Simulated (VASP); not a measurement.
# NaF (Fm-3m) in VASP: further runs

Aim: see how the results for NaF move with the level of theory and the settings. Levels: PBE+D3(BJ), RPBE+D4, PBE+D4. Tasks: single point.

All numbers are computed with VASP 6.6.1; they aren't measurements. Logs are shortened: lines on timing, memory, paths and dates and some standing lists are left out, and cuts for length are marked.

**1. The cell of the first run**

It takes space group Fm-3m (No. 225, cubic). Conventional cell: a = 4.659 Å, b = 4.659 Å, c = 4.659 Å, α = 90.00°, β = 90.00°, γ = 90.00°. Na (site symmetry m-3m) has 6 F at 2.33 Å within 3.1 Å. Within 3.1 Å of F (site symmetry m-3m) lie 6 Na at 2.33 Å.

**2. Single point, PBE+D3(BJ) (volume scaled by 1.02)**

INCAR reads:

```
SYSTEM = NaF
PREC = Accurate
ENCUT = 520
EDIFF = 1E-6
ISMEAR = 0
SIGMA = 0.05
LREAL = .FALSE.
LASPH = .TRUE.
NELM = 100
ALGO = Normal
ISIF = 2
LWAVE = .FALSE.
LCHARG = .FALSE.
GGA = PE
IVDW = 12
NBANDS = 14
```

KPOINTS reads:

```
Automatic mesh
0
G
  8 8 8
  0 0 0
```

POSCAR reads:

```
NaF
1.0
    0.0000000000      2.3295904022      2.3295904022
    2.3295904022      0.0000000000      2.3295904022
    2.3295904022      2.3295904022      0.0000000000
Na F
1 1
Direct
    0.0000000000      0.0000000000      0.0000000000
    0.5000000000      0.5000000000      0.5000000000
```

Potentials or basis: VASP PAW PBE potentials, release 64 (Na_pv, F).

Launch:

```sh
$ cat potpaw_PBE.64/Na_pv/POTCAR potpaw_PBE.64/F/POTCAR > POTCAR
$ mpirun -np 1 vasp_std > vasp.out
```

OUTCAR:

```text
SYSTEM = NaF
   PREC = Accurate
   ENCUT = 520
   EDIFF = 1E-6
   ISMEAR = 0
   LREAL = .FALSE.
   LASPH = .TRUE.
   NELM = 100
   ISIF = 2
   GGA = PE
   IVDW = 12
 IVDW          = 12

 ion  position               nearest neighbor table
   1  0.000  0.000  0.000-   2 2.33   2 2.33   2 2.33   2 2.33   2 2.33   2 2.33
   2  0.500  0.500  0.500-   1 2.33   1 2.33   1 2.33   1 2.33   1 2.33   1 2.33

  LATTYP: Found a face centered cubic cell.
 ALAT       =     4.6591808044

  Lattice vectors:

 A1 = (   0.0000000000,   2.3295904022,   2.3295904022)
 A2 = (   2.3295904022,   0.0000000000,   2.3295904022)
 A3 = (   2.3295904022,   2.3295904022,   0.0000000000)

Analysis of symmetry for initial positions (statically):
=====================================================================
 Subroutine PRICEL returns:
 Original cell was already a primitive cell.

 Routine SETGRP: Setting up the symmetry group for a
 face centered cubic supercell.

 Subroutine GETGRP returns: Found 48 space group operations
 (whereof 48 operations were pure point group operations)
 out of a pool of 48 trial point group operations.

The static configuration has the point symmetry O_h .

Analysis of symmetry for dynamics (positions and initial velocities):
=====================================================================
 Subroutine PRICEL returns:
 Original cell was already a primitive cell.

 Routine SETGRP: Setting up the symmetry group for a
 face centered cubic supercell.

 Subroutine GETGRP returns: Found 48 space group operations
 (whereof 48 operations were pure point group operations)
 out of a pool of 48 trial point group operations.

The dynamic configuration has the point symmetry O_h .

 Subroutine INISYM returns: Found 48 space group operations
 (whereof 48 operations are pure point group operations),
 and found     1 'primitive' translations

----------------------------------------------------------------------------------------

                                     Primitive cell

  volume of cell :      25.2853

  direct lattice vectors                    reciprocal lattice vectors
     0.000000000  2.329590402  2.329590402    -0.214630005  0.214630005  0.214630005
     2.329590402  0.000000000  2.329590402     0.214630005 -0.214630005  0.214630005
     2.329590402  2.329590402  0.000000000     0.214630005  0.214630005 -0.214630005

  length of vectors
     3.294538342  3.294538342  3.294538342     0.371750074  0.371750074  0.371750074

  position of ions in fractional coordinates (direct lattice)
     0.000000000  0.000000000  0.000000000
     0.500000000  0.500000000  0.500000000

  ion indices of the primitive-cell ions
   primitive index   ion index
                 1           1
                 2           2

----------------------------------------------------------------------------------------

 KPOINTS: Automatic mesh

Automatic generation of k-mesh.
 Grid dimensions read from file:
 generate k-points for:    8    8    8

 Generating k-lattice:

  Cartesian coordinates                     Fractional coordinates (reciprocal lattice)
    -0.026828751  0.026828751  0.026828751     0.125000000  0.000000000  0.000000000
     0.026828751 -0.026828751  0.026828751     0.000000000  0.125000000  0.000000000
     0.026828751  0.026828751 -0.026828751     0.000000000  0.000000000  0.125000000

  Length of vectors
     0.046468759  0.046468759  0.046468759

  Shift w.r.t. Gamma in fractional coordinates (k-lattice)
     0.000000000  0.000000000  0.000000000

 Subroutine IBZKPT returns following result:
 ===========================================

 Found     29 irreducible k-points:

 Following reciprocal coordinates:
            Coordinates               Weight
  0.000000  0.000000  0.000000      1.000000
  0.125000  0.000000  0.000000      8.000000
  0.250000  0.000000  0.000000      8.000000
  0.375000  0.000000  0.000000      8.000000
  0.500000  0.000000  0.000000      4.000000
  0.125000  0.125000  0.000000      6.000000
[... 16 lines left out ...]
  0.500000  0.250000  0.125000     48.000000
 -0.375000  0.250000  0.125000     24.000000
 [... further k-points ...]
   k-points           NKPTS =     29   k-points in BZ     NKDIM =     29   number of bands    NBANDS=     14
   number of dos      NEDOS =    301   number of ions     NIONS =      2
   total plane-waves  NPLWV =  21952
   dimension x,y,z NGX =    28 NGY =   28 NGZ =   28
   dimension x,y,z NGXF=    56 NGYF=   56 NGZF=   56
   ions per type =               1   1
   NGX,Y,Z   is equivalent  to a cutoff of  14.13, 14.13, 14.13 a.u.
   NGXF,Y,Z  is equivalent  to a cutoff of  28.26, 28.26, 28.26 a.u.
 SYSTEM =  NaF
   PREC   = accura    normal or accurate (medium, high low for compatibility)
   ISTART =      0    job   : 0-new  1-cont  2-samecut
   ICHARG =      2    charge: 1-file 2-atom 10-const
   ISPIN  =      1    spin polarized calculation?
   LNONCOLLINEAR =      F non collinear calculations
   LSORBIT =      F    spin-orbit coupling
   LASPH  =      T    aspherical Exc in radial PAW
   ENCUT  =  520.0 eV  38.22 Ry    6.18 a.u.   6.13  6.13  6.13*2*pi/ulx,y,z
   NELM   =    100;   NELMIN=  2; NELMDL= -5     # of ELM steps
   EDIFF  = 0.1E-05   stopping-criterion for ELM
   LREAL  =      F    real-space projection
   EDIFFG = 0.1E-04   stopping-criterion for IOM
   NSW    =      0    number of steps for IOM
   IBRION =     -1    ionic relax: 0-MD 1-quasi-New 2-CG
   NFREE  =      0    steps in history (QN), initial steepest desc. (CG)
   ISIF   =      2    stress and relaxation
   ISYM   =      2    0-nonsym 1-usesym 2-fastsym
   POTIM  = 0.5000    time-step for ionic-motion
   TEBEG  =    0.0;   TEEND  =   0.0 temperature during run
   PSTRESS=    0.0 pullay stress
   NELECT =      14.0000    total number of electrons
   NUPDOWN=      -1.0000    fix difference up-down
   EMIN   =  10.00;   EMAX   =-10.00  energy-range for DOS
   EFERMI =   0.00;   METHOD = LEGACY
   ISMEAR =     0;   SIGMA  =   0.05  broadening in eV -4-tet -1-fermi 0-gaus
   EFERMI_NEDOS =   21; number of points for ismear=-14 and -15
   IALGO  =     38    algorithm
   IMIX   =      4    mixing-type and parameters
     AMIX     =   0.40;   BMIX     =  1.00
     AMIX_MAG =   1.60;   BMIX_MAG =  1.00
  volume/ion in A,a.u.               =      12.64        85.32
  Fermi-wavevector in a.u.,A,eV,Ry     =   1.344295  2.540349 24.587486  1.807129
  Thomas-Fermi vector in A             =   2.472300
   LORBIT       =      0    0 simple, 1 ext, 2 COOP (PROOUT), +10 PAW based schemes
   GGA     = PE    functional components
   LHFCALC =     F    Hartree Fock is set to
   AEXX    =    0.0000 exact exchange contribution
   IVDW    =    12    specifies the selected vdW correction
   LEPSILON=     F    determine dielectric tensor
   LRPA    =     F    only Hartree local field effects (RPA)
 non-spin polarized calculation
 Gauss-broadening in eV      SIGMA  =   0.05
  energy-cutoff  :      520.00
  volume of cell :       25.29
 maximum number of plane-waves:       701
 NGX is ok and might be reduce to    28
   NGX = 13   NGY = 13   NGZ = 13

 number of electron      14.0000007 magnetization

 Free energy of the ion-electron system (eV)
  ---------------------------------------------------
  ext. energy  EPLUGINS =         0.00000000
  ---------------------------------------------------
  free energy    TOTEN  =        -8.56618017 eV

  energy without entropy =       -8.56618017  energy(sigma->0) =       -8.56618017

 E-fermi :  -1.8652     XC(G=0):  -9.0781

 val. band max:       -2.1541860583   @ k =   0.0000   0.0000   0.0000
 cond. band min:       4.0576754825   @ k =   0.0000   0.0000   0.0000
 fundamental gap:      6.2118615408
 Fermi energy:        -1.8651825912

 k-point     1 :       0.0000    0.0000    0.0000
  band No.  band energies     occupation
      1     -21.3013      2.00000
      2     -21.1498      2.00000
      3     -21.1498      2.00000
      4     -21.1498      2.00000
      5      -2.1542      2.00000
      6      -2.1542      2.00000
      7      -2.1542      2.00000
      8       4.0577      0.00000
      9      16.7054      0.00000
     10      16.7054      0.00000
     11      16.7054      0.00000
     12      19.5339      0.00000
     13      21.6930      0.00000
     14      21.6930      0.00000

 k-point     2 :       0.1250    0.0000    0.0000
  band No.  band energies     occupation
      1     -21.5225      2.00000
      2     -21.1515      2.00000
      3     -21.1515      2.00000
      4     -20.9087      2.00000
      5      -2.4433      2.00000
      6      -2.1910      2.00000
      7      -2.1910      2.00000
      8       4.5979      0.00000
      9      14.9808      0.00000
     10      16.9366      0.00000
     11      16.9366      0.00000
     12      21.1023      0.00000
     13      21.1023      0.00000
     14      21.3823      0.00000

 k-point     3 :       0.2500    0.0000    0.0000
  band No.  band energies     occupation
      1     -21.7485      2.00000
      2     -21.1556      2.00000
      3     -21.1556      2.00000
      4     -20.6353      2.00000
      5      -3.0312      2.00000
      6      -2.2787      2.00000
      7      -2.2787      2.00000
      8       5.9056      0.00000
      9      12.8912      0.00000
     10      17.4403      0.00000
     11      17.4403      0.00000
     12      20.4341      0.00000
     13      20.4341      0.00000
     14      21.9528      0.00000

 k-point     4 :       0.3750    0.0000    0.0000
  band No.  band energies     occupation
      1     -21.8945      2.00000
      2     -21.1598      2.00000
      3     -21.1597      2.00000
      4     -20.4414      2.00000
      5      -3.5226      2.00000
      6      -2.3649      2.00000
      7      -2.3649      2.00000
      8       7.4705      0.00000
      9      11.1978      0.00000
     10      17.7427      0.00000
     11      17.7427      0.00000
     12      20.4000      0.00000
     13      20.4000      0.00000
     14      21.5067      0.00000

 k-point     5 :       0.5000    0.0000    0.0000
  band No.  band energies     occupation
      1     -21.9450      2.00000
      2     -21.1614      2.00000
      3     -21.1614      2.00000
      4     -20.3714      2.00000
      5      -3.7072      2.00000
      6      -2.4001      2.00000
      7      -2.4001      2.00000
      8       8.5264      0.00000
      9      10.1743      0.00000
     10      17.7784      0.00000
     11      17.7785      0.00000
[... 276 lines left out ...]
 k-point    22 :       0.3750    0.2500    0.1250
  band No.  band energies     occupation
      1     -21.7326      2.00000
      2     -21.1842      2.00000
      3     -21.1634      2.00000
      4     -20.6131      2.00000
      5      -3.1642      2.00000
      6      -2.4672      2.00000
      7      -2.3603      2.00000
      8       6.9178      0.00000
      9      12.3398      0.00000
     10      15.9779      0.00000
     11      17.6175      0.00000
     12      18.1263      0.00000
     13      21.9506      0.00000
     14      24.7716      0.00000

 k-point    23 :       0.5000    0.2500    0.1250
  band No.  band energies     occupation
      1     -21.7749      2.00000
      2     -21.1982      2.00000
      3     -21.1724      2.00000
      4     -20.5339      2.00000
      5      -3.3628      2.00000
      6      -2.6424      2.00000
      7      -2.4443      2.00000
      8       8.3857      0.00000
      9      11.3320      0.00000
     10      15.0815      0.00000
     11      16.9324      0.00000
     12      19.2460      0.00000
     13      21.2747      0.00000
     14      25.3126      0.00000

 k-point    24 :      -0.3750    0.2500    0.1250
  band No.  band energies     occupation
      1     -21.7903      2.00000
      2     -21.2012      2.00000
      3     -21.1791      2.00000
      4     -20.5031      2.00000
      5      -3.4332      2.00000
      6      -2.7175      2.00000
      7      -2.4817      2.00000
      8       9.5252      0.00000
      9      10.4306      0.00000
     10      14.7961      0.00000
     11      16.6280      0.00000
     12      19.8213      0.00000
     13      20.8700      0.00000
     14      25.5773      0.00000

 [... further k-points ...]

------------------------ aborting loop because EDIFF is reached ----------------------------------------

 Edisp (eV)   -0.34144

 E8    (eV) :    -0.1473

  FORCE on cell =-STRESS in cart. coord.  units (eV):
  Direction    XX          YY          ZZ          XY          YZ          ZX
  --------------------------------------------------------------------------------------
  -------------------------------------------------------------------------------------
  Total      -0.17222    -0.17222    -0.17222     0.00000     0.00000    -0.00000
  in kB     -10.91275   -10.91275   -10.91275     0.00000     0.00000    -0.00000
  external pressure =      -10.91 kB  Pullay stress =        0.00 kB

 VOLUME and BASIS-vectors are now :
 -----------------------------------------------------------------------------
  energy-cutoff  :      520.00
  volume of cell :       25.29
      direct lattice vectors                 reciprocal lattice vectors
     0.000000000  2.329590402  2.329590402    -0.214630005  0.214630005  0.214630005
     2.329590402  0.000000000  2.329590402     0.214630005 -0.214630005  0.214630005
     2.329590402  2.329590402  0.000000000     0.214630005  0.214630005 -0.214630005

 POSITION                                       TOTAL-FORCE (eV/Angst)
 -----------------------------------------------------------------------------------
      0.00000      0.00000      0.00000        -0.000000     -0.000000     -0.000000
      2.32959      2.32959      2.32959         0.000000      0.000000      0.000000
 -----------------------------------------------------------------------------------
    total drift:                                0.000000      0.000000      0.000000

  FREE ENERGIE OF THE ION-ELECTRON SYSTEM (eV)
  ---------------------------------------------------
  free  energy   TOTEN  =        -8.9076238345 eV

  energy  without entropy=       -8.9076238345  energy(sigma->0) =       -8.90762383
```

Run time: 27 s. Hardware: 1 thread of AMD EPYC 7R13, shared host; peak memory 0.13 GiB.

What came out:

| Quantity | Value |
| --- | --- |
| Free energy | -8.9076 eV |
| Pressure | -1.1 GPa |
| Band gap on the k mesh | 6.21 eV, direct |
| Dispersion energy per atom | -0.171 eV |

Caveat: the cell differs from its parent crystal (volume scaled by 1.02).

**3. Single point, PBE+D3(BJ) (volume scaled by 1.04)**

INCAR reads:

```
SYSTEM = NaF
  PREC = Accurate
  ENCUT = 520
  EDIFF = 1E-6
  ISMEAR = 0
  SIGMA = 0.05
  LREAL = .False.
  LASPH = .True.
  NELM = 100
  ALGO = Normal
  ISIF = 2
  LWAVE = .False.
  LCHARG = .False.
  GGA = PE
  IVDW = 12
  NBANDS = 14
```

KPOINTS reads:

```
Automatic mesh
0
Gamma
  8 8 8
  0 0 0
```

POSCAR reads:

```
NaF
1.0
    0.0000000000      2.3447180365      2.3447180365
    2.3447180365      0.0000000000      2.3447180365
    2.3447180365      2.3447180365      0.0000000000
Na F
1 1
Direct
    0.0000000000      0.0000000000      0.0000000000
    0.5000000000      0.5000000000      0.5000000000
```

Potentials or basis: VASP PAW PBE potentials, release 64 (Na_pv, F).

Launch:

```sh
$ cat potpaw_PBE.64/Na_pv/POTCAR potpaw_PBE.64/F/POTCAR > POTCAR
$ mpirun -np 1 vasp_std > vasp.out
```

Wall time 28 s (1 thread of AMD EPYC 7R13, shared host); peak memory 0.13 GiB.

It converged, with:

* Free energy: -8.9038 eV
* Pressure: -2.0 GPa
* Band gap on the k mesh: 6.11 eV, direct
* Dispersion energy per atom: -0.167 eV

Levels at points of the mesh, in eV from the valence-band top:
| k point | band 3 | band 4 | band 5 | band 6 | band 7 | band 8 | band 9 | band 10 | band 11 | band 12 |
| --- | --- | --- | --- | --- | --- | --- | --- | --- | --- | --- |
| (0.00, 0.00, 0.00) | -19.05 | -19.05 | 0.00 | 0.00 | 0.00 | 6.11 | 18.72 | 18.72 | 18.72 | 21.51 |
| (0.50, 0.00, 0.00) | -19.07 | -18.26 | -1.51 | -0.24 | -0.24 | 10.56 | 12.16 | 19.72 | 19.72 | 22.49 |
| (0.50, 0.50, 0.00) | -19.10 | -18.89 | -1.22 | -0.39 | -0.39 | 12.86 | 13.18 | 13.25 | 19.31 | 19.31 |

Caveat: the cell differs from its parent crystal (volume scaled by 1.04).

**4. Single point, RPBE+D4**

This run uses another cell than the first one, of 12.54 Å³/atom, 0.992 times its volume.

INCAR reads:

```
PREC = Accurate ; ENCUT = 520
EDIFF = 1E-6 ; ISMEAR = 0
SIGMA = 0.05 ; LREAL = F
LASPH = T ; NELM = 80
ALGO = Normal ; ISIF = 2
LWAVE = F ; LCHARG = T
GGA = RP ; IVDW = 13
LELF = T ; LVHAR = T
NBANDS = 14
```

KPOINTS reads:

```
regular mesh
0
Gamma
  8 8 8
```

POSCAR reads:

```
NaF
1.0
    0.0000000000      2.3233012604      2.3233012604
    2.3233012604      0.0000000000      2.3233012604
    2.3233012604      2.3233012604      0.0000000000
Na F
1 1
Direct
    0.0000000000      0.0000000000      0.0000000000
    0.5000000000      0.5000000000      0.5000000000
```

Launch:

```sh
$ cat potpaw_PBE.64/Na_pv/POTCAR potpaw_PBE.64/F/POTCAR > POTCAR
$ mpirun -np 1 vasp_std > vasp.out
```

It took 23 s on 1 thread of AMD EPYC 7R13, shared host; peak memory 0.1 GiB.

Results (log left out):

```
Free energy                : -8.3556 eV
Pressure                   : 3.6 GPa
Band gap on the k mesh     : 6.58 eV, direct
Dispersion energy per atom : -0.104 eV
```

Levels at points of the mesh, in eV from the valence-band top:
```csv
k point,band 5,band 6,band 7,band 8,band 9,band 10
"(0.00, 0.00, 0.00)",0.00,0.00,0.00,6.58,19.21,19.21
"(0.50, 0.00, 0.00)",-1.52,-0.24,-0.24,11.06,12.71,20.33
"(0.50, 0.50, 0.00)",-1.22,-0.39,-0.39,13.42,13.63,13.82
```

Caveat: the PAW data sets were made with another functional, which shifts forces and pressure a little. Expect the measured gap to be larger: semilocal functionals such as RPBE lack the derivative discontinuity.

**5. Single point, PBE+D4 (volume scaled by 1.02)**

INCAR reads:

```
SYSTEM = NaF
  PREC = Accurate
  ENCUT = 520
  EDIFF = 1E-7
  ISMEAR = 0
  SIGMA = 0.05
  LREAL = .False.
  LASPH = .True.
  NELM = 100
  ALGO = Normal
  ISIF = 2
  LWAVE = .False.
  LCHARG = .False.
  GGA = PE
  IVDW = 13
  NBANDS = 14
```

KPOINTS reads:

```
Automatic mesh
0
Gamma
  8 8 8
  0 0 0
```

POSCAR reads:

```
NaF
1.0
    0.0000000000      2.3546769319      2.3546769319
    2.3546769319      0.0000000000      2.3546769319
    2.3546769319      2.3546769319      0.0000000000
Na F
1 1
Direct
    0.0000000000      0.0000000000      0.0000000000
    0.5000000000      0.5000000000      0.5000000000
```

Launch:

```sh
$ cat potpaw_PBE.64/Na_pv/POTCAR potpaw_PBE.64/F/POTCAR > POTCAR
$ mpirun -np 1 vasp_std > vasp.out
```

It took 18 s on 1 thread of Intel Xeon 8259CL, shared host; peak memory 0.15 GiB.

Results (log left out):

* Free energy: -8.6677 eV
* Pressure: -1.0 GPa
* Band gap on the k mesh: 6.05 eV, direct
* Dispersion energy per atom: -0.049 eV

Levels at points of the mesh, in eV from the valence-band top:
```tsv
k point	band 5	band 6	band 7	band 8	band 9	band 10
(0.00, 0.00, 0.00)	0.00	0.00	0.00	6.05	18.63	18.63
(0.50, 0.00, 0.00)	-1.49	-0.23	-0.23	10.49	12.06	19.59
(0.50, 0.50, 0.00)	-1.20	-0.38	-0.38	12.76	13.13	13.14
```

Caveat: the cell differs from its parent crystal (volume scaled by 1.02).

**6. Summary**

```csv
level,cell,gap on the mesh (eV),pressure (GPa)
PBE+D3(BJ),"a = 3.295 Å, angles 60.0°, 2 atoms",6.21,-1.1
PBE+D3(BJ),"a = 3.316 Å, angles 60.0°, 2 atoms",6.11,-2.0
RPBE+D4,"a = 3.286 Å, angles 60.0°, 2 atoms",6.58,3.6
PBE+D4,"a = 3.330 Å, angles 60.0°, 2 atoms",6.05,-1.0
```

Alike in all rows: task single point; potentials or basis VASP PAW PBE potentials, release 64 (Na_pv, F); no spin polarisation; k mesh 8 × 8 × 8; cutoff (eV) 520; smearing gaussian 0.05 eV.

Caveats: the PAW data sets were made with another functional, which shifts forces and pressure a little (some runs).

Absolute energies hang on the potentials; compare differences alone.
